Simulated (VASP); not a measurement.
# Ta2Tl (Pn-3m) in VASP: notebook, part 2 of 2

VASP 6.6.1.

### Step 3. Single point, PBE

This run uses another cell than the first one, of 34.00 Å³/atom, 1.446 times its volume.

Input file INCAR:

```
PREC = Accurate
ENCUT = 520
EDIFF = 1E-6
ISMEAR = 0
SIGMA = 0.1
LREAL = False
LASPH = True
NELM = 100
ALGO = Normal
ISIF = 2
LWAVE = False
LCHARG = True
GGA = PE
LELF = True
LVHAR = True
NBANDS = 44
```

Input file KPOINTS:

```
regular mesh
0
Gamma
  4 4 4
```

Input file POSCAR:

```
Ta2Tl
1.0
    5.8866021514      0.0000000000      0.0000000000
    0.0000000000      5.8866021514      0.0000000000
    0.0000000000      0.0000000000      5.8866021514
Ta Tl
4 2
Direct
    0.2500000000      0.2500000000      0.2500000000
    0.2500000000      0.7500000000      0.7500000000
    0.7500000000      0.7500000000      0.2500000000
    0.7500000000      0.2500000000      0.7500000000
    0.0000000000      0.0000000000      0.0000000000
    0.5000000000      0.5000000000      0.5000000000
```

Potentials or basis: VASP PAW PBE potentials, release 64 (Ta_pv, Tl_d).

Command:

```bash
$ cat potpaw_PBE.64/Ta_pv/POTCAR potpaw_PBE.64/Tl_d/POTCAR > POTCAR
$ mpirun -np 1 vasp_std > vasp.out
```

OUTCAR:

```text
PREC = Accurate
   ENCUT = 520
   EDIFF = 1E-6
   ISMEAR = 0
   LREAL = False
   LASPH = True
   NELM = 100
   ISIF = 2
   GGA = PE

 ion  position               nearest neighbor table
   1  0.250  0.250  0.250-   5 2.55   6 2.55
   2  0.250  0.750  0.750-   5 2.55   6 2.55
   3  0.750  0.750  0.250-   5 2.55   6 2.55
   4  0.750  0.250  0.750-   5 2.55   6 2.55
   5  0.000  0.000  0.000-   1 2.55   2 2.55   3 2.55   4 2.55
   6  0.500  0.500  0.500-   1 2.55   2 2.55   3 2.55   4 2.55

  LATTYP: Found a simple cubic cell.
 ALAT       =     5.8866021514

  Lattice vectors:

 A1 = (   5.8866021514,   0.0000000000,   0.0000000000)
 A2 = (   0.0000000000,   5.8866021514,   0.0000000000)
 A3 = (   0.0000000000,   0.0000000000,   5.8866021514)

Analysis of symmetry for initial positions (statically):
=====================================================================
 Subroutine PRICEL returns:
 Original cell was already a primitive cell.

 Routine SETGRP: Setting up the symmetry group for a
[... 165 lines left out ...]

 val. band max:        2.6991040810   @ k =   0.2500   0.2500   0.0000
 cond. band min:       2.7161362760   @ k =   0.2500   0.0000   0.0000
 fundamental gap:      0.0170321950
 Fermi energy:         2.7096129666

 k-point     1 :       0.0000    0.0000    0.0000
  band No.  band energies     occupation
      1     -32.9826      2.00000
      2     -32.9564      2.00000
      3     -32.9564      2.00000
      4     -32.9564      2.00000
      5     -32.9561      2.00000
      6     -32.9561      2.00000
[... 459 lines left out ...]
     43       3.9998      0.00000
     44       4.0039      0.00000

------------------------ aborting loop because EDIFF is reached ----------------------------------------

  FORCE on cell =-STRESS in cart. coord.  units (eV):
  Direction    XX          YY          ZZ          XY          YZ          ZX
  --------------------------------------------------------------------------------------
  -------------------------------------------------------------------------------------
  Total        0.1363379      0.1363379      0.1363379      0.0000000      0.0000000      0.0000000
  in kB        1.0708613      1.0708613      1.0708613      0.0000000      0.0000000      0.0000000
  external PRESSURE =       1.0708613 kB  Pullay stress =       0.0000000 kB

 VOLUME and BASIS-vectors are now :
 -----------------------------------------------------------------------------
  energy-cutoff  :      520.00
  volume of cell :      203.98
      direct lattice vectors                 reciprocal lattice vectors
     5.886602151  0.000000000  0.000000000     0.169877286  0.000000000  0.000000000
     0.000000000  5.886602151  0.000000000     0.000000000  0.169877286  0.000000000
     0.000000000  0.000000000  5.886602151     0.000000000  0.000000000  0.169877286

 POSITION                                       TOTAL-FORCE (eV/Angst)
 -----------------------------------------------------------------------------------
      1.47165      1.47165      1.47165        -0.000000     -0.000000      0.000000
      1.47165      4.41495      4.41495         0.000000     -0.000000     -0.000000
      4.41495      4.41495      1.47165        -0.000000      0.000000      0.000000
      4.41495      1.47165      4.41495         0.000000      0.000000     -0.000000
      0.00000      0.00000      0.00000         0.000000      0.000000     -0.000000
      2.94330      2.94330      2.94330         0.000000      0.000000      0.000000
 -----------------------------------------------------------------------------------
    total drift:                               -0.000000     -0.000000      0.000000

  FREE ENERGIE OF THE ION-ELECTRON SYSTEM (eV)
  ---------------------------------------------------
  free  energy   TOTEN  =       -29.9360580424 eV

  energy  without entropy=      -29.8329370811  energy(sigma->0) =      -29.88449756
```

OSZICAR:

```text
N       E                     dE             d eps       ncg     rms          rms(c)
DAV:   1     0.571480170265E+03    0.57148E+03   -0.37629E+04   896   0.147E+03
DAV:   2    -0.973025092777E+01   -0.58121E+03   -0.57045E+03   960   0.400E+02
DAV:   3    -0.332482209341E+02   -0.23518E+02   -0.22883E+02  1164   0.672E+01
DAV:   4    -0.340739570573E+02   -0.82574E+00   -0.80602E+00  1152   0.964E+00
DAV:   5    -0.341130081609E+02   -0.39051E-01   -0.38659E-01  1216   0.176E+00    0.182E+01
DAV:   6    -0.302455296403E+02    0.38675E+01   -0.12473E+01  1064   0.122E+01    0.707E+00
DAV:   7    -0.299493318441E+02    0.29620E+00   -0.16906E+00  1280   0.488E+00    0.265E+00
DAV:   8    -0.299366502438E+02    0.12682E-01   -0.10974E-01  1128   0.162E+00    0.124E+00
DAV:   9    -0.299370252208E+02   -0.37498E-03   -0.21776E-02  1184   0.554E-01    0.259E-01
DAV:  10    -0.299360529053E+02    0.97232E-03   -0.40190E-03  1144   0.219E-01    0.897E-02
DAV:  11    -0.299360546853E+02   -0.17800E-05   -0.38269E-04  1192   0.659E-02    0.244E-02
DAV:  12    -0.299360582776E+02   -0.35923E-05   -0.23414E-05  1112   0.204E-02    0.732E-03
DAV:  13    -0.299360580424E+02    0.23524E-06   -0.67726E-06  1032   0.103E-02
   1 F= -.29936058E+02 E0= -.29884498E+02  d E =-.103121E+00
```

Run time: 47 s. Hardware: 1 thread of Intel Xeon 6975P-C (Granite Rapids), shared host; peak memory 0.34 GiB.

Results:

* Free energy: -29.9361 eV
* Pressure: 0.1 GPa
* Band gap on the k mesh: zero (band 35 reaches 3.49 eV, above the bottom of band 36 at 2.67 eV)

Caveat: spin-orbit coupling is left out, which moves the levels of the heavy elements.

### Step 4. Single point, PBE

This run uses another cell than the first one, of 34.00 Å³/atom, 1.446 times its volume.

Input file INCAR:

```
SYSTEM = Ta2Tl
ALGO = Fast
EDIFF = 1E-7
ENCUT = 520
GGA = PE
ISIF = 2
ISMEAR = 0
LASPH = .TRUE.
LCHARG = .FALSE.
LREAL = .FALSE.
LWAVE = .FALSE.
NBANDS = 44
NELM = 60
PREC = Accurate
SIGMA = 0.1
```

Input file KPOINTS:

```
k-points
0
G
  6 6 6
  0 0 0
```

POSCAR is that of step 3.

Command:

```bash
$ cat potpaw_PBE.64/Ta_pv/POTCAR potpaw_PBE.64/Tl_d/POTCAR > POTCAR
$ mpirun -np 1 vasp_std > vasp.out
```

Run time: 3.7 min. Hardware: 1 thread of Intel Xeon 6975P-C (Granite Rapids), shared host; peak memory 0.42 GiB.

Results (log left out):

- Free energy: -29.9892 eV
- Pressure: 0.0 GPa
- Band gap on the k mesh: zero (band 35 reaches 3.48 eV, above the bottom of band 36 at 2.62 eV)

Levels at points of the mesh, in eV from the Fermi level:
```csv
k point,band 31,band 32,band 33,band 34,band 35,band 36,band 37,band 38,band 39,band 40
"(0.00, 0.00, 0.00)",-0.32,-0.32,-0.32,0.78,0.78,0.78,0.78,0.87,0.87,0.91
"(0.50, 0.00, 0.00)",-1.05,-1.05,-0.37,-0.37,-0.03,-0.03,0.31,0.31,0.35,0.35
"(0.50, 0.50, 0.00)",-1.03,-1.03,-0.78,-0.78,0.11,0.11,0.31,0.31,0.34,0.34
"(0.50, 0.50, 0.50)",-1.11,-1.11,-1.11,-0.03,-0.03,-0.03,0.16,0.16,0.85,0.85
```

Caveat: spin-orbit coupling is left out, which moves the levels of the heavy elements.

### Step 5. The runs side by side

| cell | k mesh | gap on the mesh (eV) | pressure (GPa) |
| --- | --- | --- | --- |
| a = 5.206 Å, 6 atoms | 4 × 4 × 4 | none | 51.6 |
| a = 5.887 Å, 6 atoms | 4 × 4 × 4 | none | 0.1 |
| a = 5.887 Å, 6 atoms | 6 × 6 × 6 | none | 0.0 |

Alike in all rows: task single point; level PBE; potentials or basis VASP PAW PBE potentials, release 64 (Ta_pv, Tl_d); no spin polarisation; cutoff (eV) 520; smearing gaussian 0.1 eV.

Caveats: spin-orbit coupling is left out, which moves the levels of the heavy elements.

Absolute energies hang on the potentials; compare differences alone.
